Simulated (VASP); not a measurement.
# C in VASP: relaxation of the atoms with PBE+D3(BJ)

Aim: the relaxation of the atoms of C with PBE+D3(BJ).

All numbers are computed with VASP 6.6.1; they aren't measurements. Logs are shortened: lines on timing, memory, paths and dates and some standing lists are left out, and cuts for length are marked.

### 1 The cell of the first run

The cell holds a slab with vacuum, 4 atoms: a = 2.466 Å, b = 2.466 Å, c = 17.500 Å, α = 90.00°, β = 90.00°, γ = 120.00°.

### 2 Relaxation of the atoms, PBE+D3(BJ) (layers slid over each other)

The input, INCAR:

```
SYSTEM = C
  ALGO = Normal
  DIPOL = 0.5 0.5 0.354
  EDIFF = 1E-6
  EDIFFG = -0.003
  ENCUT = 520
  GGA = PE
  IBRION = 2
  IDIPOL = 3
  ISIF = 2
  ISMEAR = 0
  IVDW = 12
  LASPH = .True.
  LCHARG = .False.
  LDIPOL = .True.
  LREAL = .False.
  LWAVE = .False.
  NELM = 60
  NSW = 40
  PREC = Accurate
  SIGMA = 0.1
```

The input, KPOINTS:

```
k-points
0
Gamma
  15 15 1
  0 0 0
```

The input, POSCAR:

```
C
1.0
    2.4656524409      0.0000000000      0.0000000000
   -1.2328262205      2.1353176508      0.0000000000
    0.0000000000      0.0000000000     17.5000663883
C
4
Selective dynamics
Direct
    0.6666666667      0.3333333333      0.2571677155  F F T
    0.3333333333      0.6666666667      0.2571418816  F F F
    0.6666666667      0.5000000000      0.4510311737  F F T
    1.0000000000      0.1666666667      0.4510643058  F F T
```

Potentials or basis: VASP PAW PBE potentials, release 64 (C).

Run with:

```
> cat potpaw_PBE.64/C/POTCAR > POTCAR
> mpirun -np 1 vasp_std > vasp.out
```

OUTCAR:

```text
SYSTEM = C
   EDIFF = 1E-6
   EDIFFG = -0.003
   ENCUT = 520
   GGA = PE
   IBRION = 2
   ISIF = 2
   ISMEAR = 0
   IVDW = 12
   LASPH = .True.
   LREAL = .False.
   NELM = 60
   NSW = 40
   PREC = Accurate
 IVDW          = 12

 ion  position               nearest neighbor table
   1  0.667  0.333  0.257-   2 1.42   2 1.42   2 1.42
   2  0.333  0.667  0.257-   1 1.42   1 1.42   1 1.42
   3  0.667  0.500  0.451-   4 1.42   4 1.42   4 1.42
   4  0.000  0.167  0.451-   3 1.42   3 1.42   3 1.42

  LATTYP: Found a hexagonal cell.
 ALAT       =     2.4656524409
 C/A-ratio  =     7.0975398227

  Lattice vectors:

 A1 = (   2.4656524409,   0.0000000000,   0.0000000000)
 A2 = (  -1.2328262205,   2.1353176508,   0.0000000000)
 A3 = (   0.0000000000,   0.0000000000,  17.5000663883)

Analysis of symmetry for initial positions (statically):
=====================================================================
 Subroutine PRICEL returns:
 Original cell was already a primitive cell.

 Routine SETGRP: Setting up the symmetry group for a
 hexagonal supercell.

 Subroutine GETGRP returns: Found  2 space group operations
 (whereof  1 operations were pure point group operations)
 out of a pool of 24 trial point group operations.

The static configuration has the point symmetry C_1 .
 The point group associated with its full space group is S_2 .

Analysis of symmetry for dynamics (positions and initial velocities):
=====================================================================
 Subroutine PRICEL returns:
 Original cell was already a primitive cell.

 Routine SETGRP: Setting up the symmetry group for a
 hexagonal supercell.

 Subroutine GETGRP returns: Found  2 space group operations
 (whereof  1 operations were pure point group operations)
 out of a pool of 24 trial point group operations.

The dynamic configuration has the point symmetry C_1 .
 The point group associated with its full space group is S_2 .

Analysis of constrained symmetry for selective dynamics:
=====================================================================
 Subroutine PRICEL returns:
 Original cell was already a primitive cell.

 Routine SETGRP: Setting up the symmetry group for a
 hexagonal supercell.

 Subroutine GETGRP returns: Found  1 space group operations
 (whereof  1 operations were pure point group operations)
 out of a pool of 24 trial point group operations.

The constrained configuration has the point symmetry C_1 .

 Subroutine INISYM returns: Found  1 space group operations
 (whereof  1 operations are pure point group operations),
 and found     1 'primitive' translations

----------------------------------------------------------------------------------------

[... 130 lines left out ...]
  energy-cutoff  :      520.00
  volume of cell :       92.14
 maximum number of plane-waves:      2516
   NGX =  9   NGY =  9   NGZ = 65

 dipolmoment           0.000000      0.000000     -0.000003 electrons x Angstroem

--------------------------------------- Ionic step        1  -------------------------------------------

 number of electron      15.9999996 magnetization

 Free energy of the ion-electron system (eV)
  ---------------------------------------------------
  ext. energy  EPLUGINS =         0.00000000
  ---------------------------------------------------
  free energy    TOTEN  =       -36.87491604 eV

  energy without entropy =      -36.87457686  energy(sigma->0) =      -36.87474645

------------------------ aborting loop because EDIFF is reached ----------------------------------------

 Edisp (eV)   -0.47583

 E8    (eV) :    -0.1421
[... 111 lines left out ...]
  FREE ENERGIE OF THE ION-ELECTRON SYSTEM (eV)
  ---------------------------------------------------
  free  energy   TOTEN  =       -37.3507475976 eV

  energy  without entropy=      -37.3504084635  energy(sigma->0) =      -37.35057803

[... ionic steps 4 to 7 ...]

--------------------------------------- Ionic step        8  -------------------------------------------

 number of electron      15.9999996 magnetization

------------------------ aborting loop because EDIFF is reached ----------------------------------------
[... 79 lines left out ...]
--------------------------------------- Ionic step       10  -------------------------------------------

 number of electron      15.9999996 magnetization

 dipolmoment           0.000000      0.000000      0.000103 electrons x Angstroem

 Free energy of the ion-electron system (eV)
  ---------------------------------------------------
  ext. energy  EPLUGINS =         0.00000000
  ---------------------------------------------------
  free energy    TOTEN  =       -36.87542178 eV

  energy without entropy =      -36.87507662  energy(sigma->0) =      -36.87524920

 E-fermi :  -0.8387     XC(G=0):  -4.4642

 val. band max:       -0.9419700597   @ k =   0.3333   0.3333   0.0000
 cond. band min:      -0.7353821927   @ k =   0.3333   0.3333   0.0000
 fundamental gap:      0.2065878670
 Fermi energy:        -0.8386742980

 k-point     1 :       0.0000    0.0000    0.0000
  band No.  band energies     occupation
      1     -20.4181      2.00000
      2     -20.2817      2.00000
      3      -8.8933      2.00000
      4      -7.9794      2.00000
      5      -3.8720      2.00000
      6      -3.8670      2.00000
      7      -3.8652      2.00000
      8      -3.8595      2.00000
      9       2.5609      0.00000
     10       3.0189      0.00000
     11       3.8882      0.00000
     12       5.6687      0.00000
[... 331 lines left out ...]
 k-point    24 :      -0.0667    0.1333    0.0000
  band No.  band energies     occupation
      1     -20.1019      2.00000
      2     -19.9682      2.00000
      3      -8.5130      2.00000
      4      -7.6104      2.00000
      5      -5.0209      2.00000
      6      -5.0093      2.00000
      7      -4.5367      2.00000
      8      -4.5286      2.00000
      9       2.9859      0.00000
     10       3.4468      0.00000
     11       4.3178      0.00000
     12       6.0932      0.00000

 [... further k-points ...]

------------------------ aborting loop because EDIFF is reached ----------------------------------------

 vacuum level on the upper side and lower side of the slab       (xc-potential included)        -0.111        -0.100

 Edisp (eV)   -0.47535

 E8    (eV) :    -0.1419

  FORCE on cell =-STRESS in cart. coord.  units (eV):
  Direction    XX          YY          ZZ          XY          YZ          ZX
  --------------------------------------------------------------------------------------
  -------------------------------------------------------------------------------------
  Total       0.13579     0.09945    -0.00642    -0.00694    -0.01582     0.02606
  in kB       2.36122     1.72927    -0.11172    -0.12076    -0.27507     0.45321
  external pressure =        1.33 kB  Pullay stress =        0.00 kB
[... 19 lines left out ...]
  FREE ENERGIE OF THE ION-ELECTRON SYSTEM (eV)
  ---------------------------------------------------
  free  energy   TOTEN  =       -37.3507759523 eV

  energy  without entropy=      -37.3504307975  energy(sigma->0) =      -37.35060337

 reached required accuracy - stopping structural energy minimisation

 vacuum level on the upper side and lower side of the slab         3.292         3.304
```

OSZICAR:

```text
N       E                     dE             d eps       ncg     rms          rms(c)
DAV:   1     0.110666595913E+03    0.11067E+03   -0.69137E+03  2712   0.108E+03
DAV:   2    -0.276059093701E+02   -0.13827E+03   -0.12580E+03  4384   0.236E+02
DAV:   3    -0.390735670739E+02   -0.11468E+02   -0.11300E+02  3344   0.767E+01
[... 52 lines left out ...]
   9 F= -.37350764E+02 E0= -.37350592E+02  d E =-.120933E-04
       N       E                     dE             d eps       ncg     rms          rms(c)
DAV:   1    -0.368754173856E+02   -0.20096E-03   -0.24646E-02  2712   0.136E+00    0.286E-02
DAV:   2    -0.368754240607E+02   -0.66751E-05   -0.29025E-04  2932   0.160E-01    0.196E-02
DAV:   3    -0.368754212483E+02    0.28125E-05   -0.28247E-05  3060   0.519E-02    0.412E-03
DAV:   4    -0.368754217760E+02   -0.52773E-06   -0.63036E-06  2900   0.210E-02
  10 F= -.37350776E+02 E0= -.37350603E+02  d E =-.243461E-04
```

Wall time 10 min (1 thread of Oxide Virtual Turin-like, shared host); peak memory 0.23 GiB.

What came out:

| Item | Value |
| --- | --- |
| Free energy | -37.3508 eV |
| Energy gained by relaxing | 0.0 meV/atom |
| Ionic steps | 10 |
| Dispersion energy per atom | -0.119 eV |

Final structure:
```xyz
4
Lattice="2.4657 0.0000 0.0000 -1.2328 2.1353 0.0000 0.0000 0.0000 17.5001" Properties=species:S:1:pos:R:3 pbc="T T T"
C     1.2328    0.7118    4.5002
C     0.0000    1.4235    4.5000
C     1.0274    1.0677    7.8980
C    -0.2055    0.3559    7.8983
```

Caveat: the cell differs from its parent crystal (layers slid over each other).
